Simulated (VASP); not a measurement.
# AlNi3 (Pm-3m) in VASP: settings compared, part 2 of 2

VASP 6.6.1. Earlier steps stand in the parts before.

### 4 Single point, PBE, collinear spin, ferromagnetic start

This run uses another cell than the first one: it holds 12 atoms, not 4.

Contents of INCAR:

```
PREC = Accurate
ENCUT = 520
EDIFF = 1E-7
ISMEAR = 0
SIGMA = 0.15
LREAL = False
LASPH = True
NELM = 150
ALGO = Normal
ISIF = 2
LWAVE = False
LCHARG = True
ISPIN = 2
MAGMOM = 0 0 0 0.3 0.3 0.3 0.3 0.3 0.3 0.3 0.3 0.3
LORBIT = 11
LMAXMIX = 4
GGA = PE
LVHAR = True
NBANDS = 66
KPAR = 4
```

Contents of KPOINTS:

```
Automatic mesh
0
Gamma
  13 13 5
```

Contents of POSCAR:

```
AlNi3
1.0
    0.0000000000     -3.5666788189      0.0000000000
    0.0000000000      0.0000000000     -3.5666788189
   10.7000364566      0.0000000000      0.0000000000
Al Ni
3 9
Direct
    0.0000000000      0.0000000000      0.0000000000
    0.0000000000      0.0000000000      0.3333333333
    0.0000000000      0.0000000000      0.6666666667
    0.5000000000      0.5000000000      0.3333333333
    0.5000000000      0.5000000000      0.6666666667
    0.5000000000      0.5000000000      0.0000000000
    0.0000000000      0.5000000000      0.1666666667
    0.0000000000      0.5000000000      0.5000000000
    0.0000000000      0.5000000000      0.8333333333
    0.5000000000      0.0000000000      0.1666666667
    0.5000000000      0.0000000000      0.5000000000
    0.5000000000      0.0000000000      0.8333333333
```

Potentials or basis: VASP PAW PBE potentials, release 64 (Al, Ni).

The run is started by

```console
cat potpaw_PBE.64/Al/POTCAR potpaw_PBE.64/Ni/POTCAR > POTCAR
mpirun -np 4 vasp_std > vasp.out
```

OUTCAR:

```text
PREC = Accurate
   ENCUT = 520
   EDIFF = 1E-7
   ISMEAR = 0
   LREAL = False
   LASPH = True
   NELM = 150
   ISIF = 2
   ISPIN = 2
   LORBIT = 11
   GGA = PE

 ion  position               nearest neighbor table
   1  0.000  0.000  0.000-   6 2.52   6 2.52   6 2.52   6 2.52  12 2.52   7 2.52   7 2.52   9 2.52
                             9 2.52  10 2.52  12 2.52  10 2.52
   2  0.000  0.000  0.333-   7 2.52  10 2.52   7 2.52  10 2.52   4 2.52   4 2.52   4 2.52   4 2.52
                             8 2.52  11 2.52  11 2.52   8 2.52
   3  0.000  0.000  0.667-   9 2.52  12 2.52   9 2.52  12 2.52   5 2.52   5 2.52   5 2.52   5 2.52
                            11 2.52  11 2.52   8 2.52   8 2.52
   4  0.500  0.500  0.333-   7 2.52  10 2.52  10 2.52   7 2.52   2 2.52   2 2.52   2 2.52   2 2.52
                             8 2.52  11 2.52   8 2.52  11 2.52
   5  0.500  0.500  0.667-   9 2.52  12 2.52  12 2.52   9 2.52   3 2.52   3 2.52   3 2.52   3 2.52
                            11 2.52   8 2.52  11 2.52   8 2.52
   6  0.500  0.500  0.000-   1 2.52   1 2.52   1 2.52   1 2.52  12 2.52   7 2.52  10 2.52  12 2.52
                             9 2.52   7 2.52   9 2.52  10 2.52
   7  0.000  0.500  0.167-   2 2.52   4 2.52   2 2.52   4 2.52  10 2.52  10 2.52  10 2.52  10 2.52
                             1 2.52   6 2.52   6 2.52   1 2.52
   8  0.000  0.500  0.500-  11 2.52  11 2.52  11 2.52  11 2.52   2 2.52   2 2.52   3 2.52   3 2.52
                             4 2.52   5 2.52   4 2.52   5 2.52
   9  0.000  0.500  0.833-   3 2.52   5 2.52   3 2.52   5 2.52  12 2.52  12 2.52  12 2.52  12 2.52
                             1 2.52   6 2.52   6 2.52   1 2.52
[... 3355 lines left out ...]
      0.00000     -1.78334     -1.78334         0.000000      0.000000     -0.000000
      1.78334      0.00000     -1.78334         0.000000     -0.000000      0.000000
      5.35002      0.00000     -1.78334         0.000000      0.000000      0.000000
      8.91670      0.00000     -1.78334         0.000000     -0.000000      0.000000
      1.78334     -1.78334      0.00000         0.000000     -0.000000      0.000000
      5.35002     -1.78334      0.00000         0.000000     -0.000000      0.000000
      8.91670     -1.78334      0.00000         0.000000      0.000000      0.000000
 -----------------------------------------------------------------------------------
    total drift:                                0.000000     -0.000000     -0.000000

  FREE ENERGIE OF THE ION-ELECTRON SYSTEM (eV)
  ---------------------------------------------------
  free  energy   TOTEN  =       -65.7485959254 eV

  energy  without entropy=      -65.6266882056  energy(sigma->0) =      -65.68764207

 total charge

# of ion       s       p       d       tot
------------------------------------------
    1        0.408   0.390   0.000   0.798
    2        0.408   0.390   0.000   0.798
    3        0.408   0.390   0.000   0.798
    4        0.491   0.511   8.378   9.380
    5        0.491   0.511   8.378   9.380
    6        0.491   0.511   8.378   9.380
    7        0.491   0.511   8.378   9.380
    8        0.491   0.511   8.378   9.380
    9        0.491   0.511   8.378   9.380
   10        0.491   0.511   8.378   9.380
   11        0.491   0.511   8.378   9.380
   12        0.491   0.511   8.378   9.380
--------------------------------------------------
tot          5.638   5.773  75.403  86.815

 magnetization (x)

# of ion       s       p       d       tot
------------------------------------------
    1       -0.001  -0.007   0.000  -0.008
    2       -0.001  -0.007   0.000  -0.008
    3       -0.001  -0.007   0.000  -0.008
    4       -0.003  -0.009   0.248   0.237
    5       -0.003  -0.009   0.248   0.237
    6       -0.003  -0.009   0.248   0.237
    7       -0.003  -0.009   0.248   0.236
    8       -0.003  -0.009   0.248   0.236
    9       -0.003  -0.009   0.248   0.236
   10       -0.003  -0.009   0.248   0.236
   11       -0.003  -0.009   0.248   0.236
   12       -0.003  -0.009   0.248   0.236
--------------------------------------------------
tot         -0.027  -0.100   2.231   2.104
```

OSZICAR:

```text
N       E                     dE             d eps       ncg     rms          rms(c)
DAV:   1     0.756678632178E+03    0.75668E+03   -0.41089E+04 22176   0.196E+03
DAV:   2     0.449935677643E-01   -0.75663E+03   -0.72078E+03 22176   0.409E+02
DAV:   3    -0.759921541739E+02   -0.76037E+02   -0.67508E+02 22522   0.158E+02
[... 18 lines left out ...]
DAV:  22    -0.657485486502E+02   -0.12994E-03   -0.13261E-04 25970   0.897E-02    0.131E-01
DAV:  23    -0.657485917732E+02   -0.43123E-04   -0.81104E-05 26500   0.743E-02    0.280E-02
DAV:  24    -0.657485962464E+02   -0.44731E-05   -0.13729E-05 27474   0.297E-02    0.818E-03
DAV:  25    -0.657485946833E+02    0.15630E-05   -0.39053E-06 25352   0.150E-02    0.215E-02
DAV:  26    -0.657485960104E+02   -0.13271E-05   -0.29150E-06 26542   0.173E-02    0.303E-03
DAV:  27    -0.657485959254E+02    0.85040E-07   -0.39320E-07 17384   0.761E-03
   1 F= -.65748596E+02 E0= -.65687642E+02  d E =-.121908E+00  mag=     1.9866
```

stdout:

```text
POSCAR found type information on POSCAR AlNi
 POSCAR found :  2 types and      12 ions
 scaLAPACK will be used
 LDA part: xc-table for (Slater+PW92), standard interpolation
 POSCAR, INCAR and KPOINTS ok, starting setup
 FFT: planning ... GRIDC
 FFT: planning ... GRID_SOFT
 FFT: planning ... GRID
 WAVECAR not read
 entering main loop
```

Wall time 5.7 min (4 MPI ranks of Intel Xeon 6975P-C (Granite Rapids), shared host); peak memory 0.98 GiB.

What came out:

```
Free energy                                           : -65.7486 eV
Pressure                                              : 0.1 GPa
Net moment                                            : 1.99 μB per cell
Site moments                                          : Al -0.01; Ni +0.24 μB
Valence electrons inside the program's atomic spheres : Al 0.80; Ni 9.38
```

### 5 Overview

| level | potentials or basis | cell | k mesh | smearing | gap on the mesh (eV) | pressure (GPa) | moment (μB) |
| --- | --- | --- | --- | --- | --- | --- | --- |
| LDA | VASP PAW LDA potentials, release 64 (Al, Ni) | a = 3.567 Å, 4 atoms, atomic positions A | 12 × 12 × 12 | gaussian 0.1 eV | none | -13.5 | 0.51 |
| r2SCAN | VASP PAW PBE potentials, release 64 (Al, Ni) | a = 3.567 Å, 4 atoms, atomic positions A | 12 × 12 × 12 | gaussian 0.1 eV | none | -6.3 | 0.90 |
| PBE | VASP PAW PBE potentials, release 64 (Al, Ni) | a = 3.567, b = 3.567, c = 10.700 Å, 12 atoms, atomic positions B | 13 × 13 × 5 | gaussian 0.15 eV | none | 0.1 | 1.99 |

Alike in all rows: task single point; spin collinear, ferromagnetic start; cutoff (eV) 520.

Caveats: the cell stands under tension (at least some runs); the PAW data sets were made with another functional, which shifts forces and pressure a little (at least some runs).

Total energies depend on the potentials used, so only differences within one code and one set of settings carry meaning.
